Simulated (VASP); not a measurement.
# WSe2 in VASP: a series of runs, part 3 of 3

VASP 6.6.1.

## Step 5: Single point, PBEsol

This run uses another cell than the first one, of the same volume but with other edges.

The input, INCAR:

```
ALGO = Normal
EDIFF = 1E-6
ENCUT = 520
GGA = PS
ISIF = 2
ISMEAR = 0
LASPH = T
LCHARG = F
LREAL = F
LWAVE = F
NBANDS = 20
NELM = 80
PREC = Accurate
SIGMA = 0.05
```

The input, KPOINTS:

```
k-points
0
Gamma
  12 12 2
```

The input, POSCAR:

```
WSe2
1.0
    3.5741399250      0.0000000000      0.0000000000
   -1.7870699625      3.0952959717      0.0000000000
    0.0000000000      0.0000000000     14.3555519605
W Se
1 2
Direct
    0.0000000000      0.0000000000      0.0000000000
    0.3333333333      0.6666666667      0.0997865200
    0.3333333333      0.6666666667      0.9002134800
```

Potentials or basis: VASP PAW PBE potentials, release 64 (W_sv, Se).

Command:

```
cat potpaw_PBE.64/W_sv/POTCAR potpaw_PBE.64/Se/POTCAR > POTCAR
mpirun -np 1 vasp_std > vasp.out
```

OUTCAR:

```text
EDIFF = 1E-6
   ENCUT = 520
   GGA = PS
   ISIF = 2
   ISMEAR = 0
   LASPH = T
   LREAL = F
   NELM = 80
   PREC = Accurate

 ion  position               nearest neighbor table
   1  0.000  0.000  0.000-   2 2.51   3 2.51   2 2.51   3 2.51   2 2.51   3 2.51
   2  0.333  0.667  0.100-   1 2.51   1 2.51   1 2.51
   3  0.333  0.667  0.900-   1 2.51   1 2.51   1 2.51

  LATTYP: Found a hexagonal cell.
 ALAT       =     3.5741399250
 C/A-ratio  =     4.0165053025

  Lattice vectors:

 A1 = (   3.5741399250,   0.0000000000,   0.0000000000)
 A2 = (  -1.7870699625,   3.0952959717,   0.0000000000)
 A3 = (   0.0000000000,   0.0000000000,  14.3555519605)

Analysis of symmetry for initial positions (statically):
=====================================================================
 Subroutine PRICEL returns:
 Original cell was already a primitive cell.

 Routine SETGRP: Setting up the symmetry group for a
 hexagonal supercell.

 Subroutine GETGRP returns: Found 12 space group operations
 (whereof 12 operations were pure point group operations)
 out of a pool of 24 trial point group operations.

The static configuration has the point symmetry D_3h.

Analysis of symmetry for dynamics (positions and initial velocities):
=====================================================================
 Subroutine PRICEL returns:
 Original cell was already a primitive cell.

 Routine SETGRP: Setting up the symmetry group for a
 hexagonal supercell.

 Subroutine GETGRP returns: Found 12 space group operations
 (whereof 12 operations were pure point group operations)
 out of a pool of 24 trial point group operations.

The dynamic configuration has the point symmetry D_3h.

 Subroutine INISYM returns: Found 12 space group operations
 (whereof 12 operations are pure point group operations),
 and found     1 'primitive' translations

----------------------------------------------------------------------------------------

                                     Primitive cell

  volume of cell :     158.8158

  direct lattice vectors                    reciprocal lattice vectors
     3.574139925  0.000000000  0.000000000     0.279787591  0.161535441  0.000000000
    -1.787069962  3.095295972  0.000000000     0.000000000  0.323070882  0.000000000
     0.000000000  0.000000000 14.355551960     0.000000000  0.000000000  0.069659460

  length of vectors
     3.574139925  3.574139925 14.355551960     0.323070882  0.323070882  0.069659460

  position of ions in fractional coordinates (direct lattice)
     0.000000000  0.000000000  0.000000000
     0.333333333  0.666666667  0.099786520
     0.333333333  0.666666667  0.900213480

  ion indices of the primitive-cell ions
   primitive index   ion index
                 1           1
                 2           2
                 3           3

----------------------------------------------------------------------------------------

 KPOINTS: k-points

Automatic generation of k-mesh.
 Grid dimensions read from file:
 generate k-points for:   12   12    2

 Generating k-lattice:

  Cartesian coordinates                     Fractional coordinates (reciprocal lattice)
     0.023315633  0.013461287  0.000000000     0.083333333  0.000000000  0.000000000
     0.000000000  0.026922574  0.000000000     0.000000000  0.083333333  0.000000000
     0.000000000  0.000000000  0.034829730     0.000000000  0.000000000  0.500000000

  Length of vectors
     0.026922574  0.026922574  0.034829730

  Shift w.r.t. Gamma in fractional coordinates (k-lattice)
     0.000000000  0.000000000  0.000000000

 Subroutine IBZKPT returns following result:
 ===========================================

 Found     38 irreducible k-points:

 Following reciprocal coordinates:
            Coordinates               Weight
  0.000000  0.000000  0.000000      1.000000
  0.083333  0.000000  0.000000      6.000000
  0.166667  0.000000  0.000000      6.000000
  0.250000  0.000000  0.000000      6.000000
  0.333333  0.000000  0.000000      6.000000
  0.416667  0.000000  0.000000      6.000000
[... 16 lines left out ...]
  0.250000  0.000000  0.500000      6.000000
  0.333333  0.000000  0.500000      6.000000
 [... further k-points ...]
   k-points           NKPTS =     38   k-points in BZ     NKDIM =     38   number of bands    NBANDS=     20
   number of dos      NEDOS =    301   number of ions     NIONS =      3
   total plane-waves  NPLWV =  84672
   dimension x,y,z NGX =    28 NGY =   28 NGZ =  108
   dimension x,y,z NGXF=    56 NGYF=   56 NGZF=  216
   ions per type =               1   2
   NGX,Y,Z   is equivalent  to a cutoff of  13.02, 13.02, 12.51 a.u.
   NGXF,Y,Z  is equivalent  to a cutoff of  26.05, 26.05, 25.01 a.u.
 SYSTEM =  unknown system
   PREC   = accura    normal or accurate (medium, high low for compatibility)
   ISTART =      0    job   : 0-new  1-cont  2-samecut
   ICHARG =      2    charge: 1-file 2-atom 10-const
   ISPIN  =      1    spin polarized calculation?
   LNONCOLLINEAR =      F non collinear calculations
   LSORBIT =      F    spin-orbit coupling
   LASPH  =      T    aspherical Exc in radial PAW
   ENCUT  =  520.0 eV  38.22 Ry    6.18 a.u.   6.65  6.65 26.69*2*pi/ulx,y,z
   NELM   =     80;   NELMIN=  2; NELMDL= -5     # of ELM steps
   EDIFF  = 0.1E-05   stopping-criterion for ELM
   LREAL  =      F    real-space projection
   EDIFFG = 0.1E-04   stopping-criterion for IOM
   NSW    =      0    number of steps for IOM
   IBRION =     -1    ionic relax: 0-MD 1-quasi-New 2-CG
   NFREE  =      0    steps in history (QN), initial steepest desc. (CG)
   ISIF   =      2    stress and relaxation
   ISYM   =      2    0-nonsym 1-usesym 2-fastsym
   POTIM  = 0.5000    time-step for ionic-motion
   TEBEG  =    0.0;   TEEND  =   0.0 temperature during run
   PSTRESS=    0.0 pullay stress
   NELECT =      26.0000    total number of electrons
   NUPDOWN=      -1.0000    fix difference up-down
   EMIN   =  10.00;   EMAX   =-10.00  energy-range for DOS
   EFERMI =   0.00;   METHOD = LEGACY
   ISMEAR =     0;   SIGMA  =   0.05  broadening in eV -4-tet -1-fermi 0-gaus
   EFERMI_NEDOS =   21; number of points for ismear=-14 and -15
   IALGO  =     38    algorithm
   IMIX   =      4    mixing-type and parameters
     AMIX     =   0.40;   BMIX     =  1.00
     AMIX_MAG =   1.60;   BMIX_MAG =  1.00
  volume/ion in A,a.u.               =      52.94       357.25
  Fermi-wavevector in a.u.,A,eV,Ry     =   0.895574  1.692389 10.912587  0.802053
  Thomas-Fermi vector in A             =   2.017923
   LORBIT       =      0    0 simple, 1 ext, 2 COOP (PROOUT), +10 PAW based schemes
   GGA     = PS    functional components
   LHFCALC =     F    Hartree Fock is set to
   AEXX    =    0.0000 exact exchange contribution
   IVDW    =     0    specifies the selected vdW correction
   LEPSILON=     F    determine dielectric tensor
   LRPA    =     F    only Hartree local field effects (RPA)
 non-spin polarized calculation
 Gauss-broadening in eV      SIGMA  =   0.05
  energy-cutoff  :      520.00
  volume of cell :      158.82
 maximum number of plane-waves:      4325
 NGX is ok and might be reduce to    28

 number of electron      26.0000000 magnetization

 Free energy of the ion-electron system (eV)
  ---------------------------------------------------
  ext. energy  EPLUGINS =         0.00000000
  ---------------------------------------------------
  free energy    TOTEN  =       -22.23678681 eV

  energy without entropy =      -22.23384594  energy(sigma->0) =      -22.23531638

 E-fermi :  -0.6327     XC(G=0):  -4.9837

 val. band max:       -0.9199367485   @ k =   0.3333   0.3333   0.5000
 cond. band min:      -0.6179076630   @ k =   0.0833   0.0000   0.0000
 fundamental gap:      0.3020290855
 Fermi energy:        -0.6326966744

 k-point     1 :       0.0000    0.0000    0.0000
  band No.  band energies     occupation
      1     -75.3188      2.00000
      2     -39.5731      2.00000
      3     -39.5731      2.00000
      4     -39.4416      2.00000
      5     -16.0268      2.00000
      6     -13.9199      2.00000
[... 12 lines left out ...]
     19       3.9020      0.00000
     20       4.5356      0.00000
[... 507 lines left out ...]
 k-point    24 :       0.3333    0.0000    0.5000
  band No.  band energies     occupation
      1     -75.3163      2.00000
      2     -39.6550      2.00000
      3     -39.5920      2.00000
      4     -39.4257      2.00000
      5     -15.0691      2.00000
      6     -13.6663      2.00000
[... 12 lines left out ...]
     19       5.5724      0.00000
     20       5.6235      0.00000

 [... further k-points ...]

------------------------ aborting loop because EDIFF is reached ----------------------------------------

  FORCE on cell =-STRESS in cart. coord.  units (eV):
  Direction    XX          YY          ZZ          XY          YZ          ZX
  --------------------------------------------------------------------------------------
  -------------------------------------------------------------------------------------
  Total       -3.5723257     -3.5723257      7.7709090      0.0000000      0.0000000      0.0000000
  in kB      -36.0386072    -36.0386072     78.3950747      0.0000000      0.0000000      0.0000000
  external PRESSURE =       2.1059534 kB  Pullay stress =       0.0000000 kB

 VOLUME and BASIS-vectors are now :
 -----------------------------------------------------------------------------
  energy-cutoff  :      520.00
  volume of cell :      158.82
      direct lattice vectors                 reciprocal lattice vectors
     3.574139925  0.000000000  0.000000000     0.279787591  0.161535441  0.000000000
    -1.787069962  3.095295972  0.000000000     0.000000000  0.323070882  0.000000000
     0.000000000  0.000000000 14.355551960     0.000000000  0.000000000  0.069659460

 POSITION                                       TOTAL-FORCE (eV/Angst)
 -----------------------------------------------------------------------------------
      0.00000      0.00000      0.00000        -0.000000      0.000000      0.000000
     -0.00000      2.06353      1.43249         0.000000     -0.000000      2.716075
     -0.00000      2.06353     12.92306         0.000000     -0.000000     -2.716075
 -----------------------------------------------------------------------------------
    total drift:                                0.000000     -0.000000     -0.000000

  FREE ENERGIE OF THE ION-ELECTRON SYSTEM (eV)
  ---------------------------------------------------
  free  energy   TOTEN  =       -22.2367868111 eV

  energy  without entropy=      -22.2338459389  energy(sigma->0) =      -22.23531638
```

OSZICAR:

```text
N       E                     dE             d eps       ncg     rms          rms(c)
DAV:   1     0.161696342989E+03    0.16170E+03   -0.12027E+04  1832   0.110E+03
DAV:   2    -0.107388051770E+02   -0.17244E+03   -0.16672E+03  1976   0.251E+02
DAV:   3    -0.231264001347E+02   -0.12388E+02   -0.12296E+02  2024   0.623E+01
[... 11 lines left out ...]
DAV:  15    -0.222367203932E+02   -0.60335E-04   -0.59518E-06  1732   0.123E-02    0.434E-03
DAV:  16    -0.222367772575E+02   -0.56864E-04   -0.28411E-06  1712   0.642E-03    0.256E-03
DAV:  17    -0.222367844276E+02   -0.71701E-05   -0.21677E-07  1464   0.201E-03    0.569E-04
DAV:  18    -0.222367866851E+02   -0.22575E-05   -0.10571E-07  1344   0.115E-03    0.446E-04
DAV:  19    -0.222367868111E+02   -0.12601E-06   -0.62957E-09  1164   0.404E-04
   1 F= -.22236787E+02 E0= -.22235316E+02  d E =-.294087E-02
```

stdout:

```text
POSCAR found type information on POSCAR W Se
 POSCAR found :  2 types and       3 ions
 scaLAPACK will be used
 -----------------------------------------------------------------------------
|                                                                             |
|                                                                             |
|     You enforced a specific xc type in the INCAR file but a different       |
|     I HOPE YOU KNOW WHAT YOU ARE DOING!                                     |
|                                                                             |
 -----------------------------------------------------------------------------

 LDA part: xc-table for (Slater+PW92), standard interpolation
 POSCAR, INCAR and KPOINTS ok, starting setup
 FFT: planning ... GRIDC
 FFT: planning ... GRID_SOFT
 FFT: planning ... GRID
 WAVECAR not read
 entering main loop
```

Run time: 3.9 min. Hardware: 1 thread of Intel Xeon 8259CL, shared host; peak memory 0.33 GiB.

What came out:

| Item | Value |
| --- | --- |
| Free energy | -22.2368 eV |
| Largest force | 2.716 eV/Å |
| Band gap on the k mesh | zero (bands 13 and 14 overlap by 0.46 eV) |

Forces on the atoms (eV/Å):
```
W    0.000  0.000  0.000
Se   0.000  0.000  2.716
Se   0.000  0.000 -2.716
```

Caveat: the PAW data sets were made with another functional, which shifts forces and pressure a little; spin-orbit coupling is left out, which moves the levels of the heavy elements.

## Step 6: Single point, PBEsol

This run uses another cell than the first one, of the same volume but with other edges.

The input, INCAR:

```
PREC = Accurate ; ENCUT = 520
EDIFF = 1E-6 ; ISMEAR = 0
SIGMA = 0.05 ; LREAL = F
LASPH = T ; NELM = 100
ALGO = Normal ; ISIF = 2
LWAVE = F ; LCHARG = F
GGA = PS ; NBANDS = 20
```

The input, KPOINTS:

```
Automatic mesh
0
Gamma
  12 12 2
```

The input, POSCAR:

```
WSe2
1.0
    3.0400945843      0.0000000000      0.0000000000
   -1.5200472922      2.6327991399      0.0000000000
    0.0000000000      0.0000000000     19.8421535289
W Se
1 2
Direct
    0.0000000000      0.0000000000      0.0000000000
    0.3333333333      0.6666666667      0.0997865200
    0.3333333333      0.6666666667      0.9002134800
```

Potentials or basis: VASP PAW PBE potentials, release 64 (W_sv, Se).

Command:

```
cat potpaw_PBE.64/W_sv/POTCAR potpaw_PBE.64/Se/POTCAR > POTCAR
mpirun -np 1 vasp_std > vasp.out
```

Wall time 4.7 min (1 thread of Intel Xeon 8259CL, shared host); peak memory 0.35 GiB.

It converged, with:

```yaml
Free_energy: -22.0426 eV
Largest_force: 2.780 eV/Å
Band_gap_on_the_k_mesh: zero (bands 13 and 14 overlap by 0.02 eV)
```

Forces in eV/Å, atoms in the order of the input:
```
W    0.000  0.000  0.000
Se   0.000  0.000 -2.780
Se   0.000  0.000  2.780
```

Levels at points of the mesh, in eV from the Fermi level:
| k point | band 10 | band 11 | band 12 | band 13 | band 14 | band 15 | band 16 | band 17 |
| --- | --- | --- | --- | --- | --- | --- | --- | --- |
| (0.00, 0.00, 0.00) | -1.43 | -1.43 | 0.04 | 0.04 | 3.01 | 3.01 | 3.25 | 3.25 |
| (0.50, 0.00, 0.00) | -3.61 | -2.14 | -1.86 | -0.17 | 1.57 | 2.51 | 3.37 | 3.38 |
| (0.00, 0.00, 0.50) | -1.43 | -1.43 | 0.04 | 0.04 | 3.01 | 3.01 | 3.25 | 3.25 |
| (0.50, 0.00, 0.50) | -3.61 | -2.14 | -1.86 | -0.17 | 1.57 | 2.51 | 3.37 | 3.38 |

Caveat: the PAW data sets were made with another functional, which shifts forces and pressure a little; spin-orbit coupling is left out, which moves the levels of the heavy elements.

## Step 7: Summary

| cell | gap on the mesh (eV) | largest force (eV/Å) |
| --- | --- | --- |
| a = 3.214, b = 3.214, c = 17.751 Å, angles 90.0, 90.0, 120.0°, 3 atoms | 1.33 | 1.20 |
| a = 3.363, b = 3.363, c = 16.211 Å, angles 90.0, 90.0, 120.0°, 3 atoms | 1.29 | 0.43 |
| a = 3.264, b = 3.264, c = 17.209 Å, angles 90.0, 90.0, 120.0°, 3 atoms | 1.53 | 0.66 |
| a = 3.574, b = 3.574, c = 14.356 Å, angles 90.0, 90.0, 120.0°, 3 atoms | none | 2.72 |
| a = 3.040, b = 3.040, c = 19.842 Å, angles 90.0, 90.0, 120.0°, 3 atoms | none | 2.78 |

Alike in all rows: task single point; level PBEsol; potentials or basis VASP PAW PBE potentials, release 64 (W_sv, Se); no spin polarisation; k mesh 12 × 12 × 2; cutoff (eV) 520; smearing gaussian 0.05 eV.

Caveats: the PAW data sets were made with another functional, which shifts forces and pressure a little; spin-orbit coupling is left out, which moves the levels of the heavy elements.

Absolute energies hang on the potentials; compare differences alone.
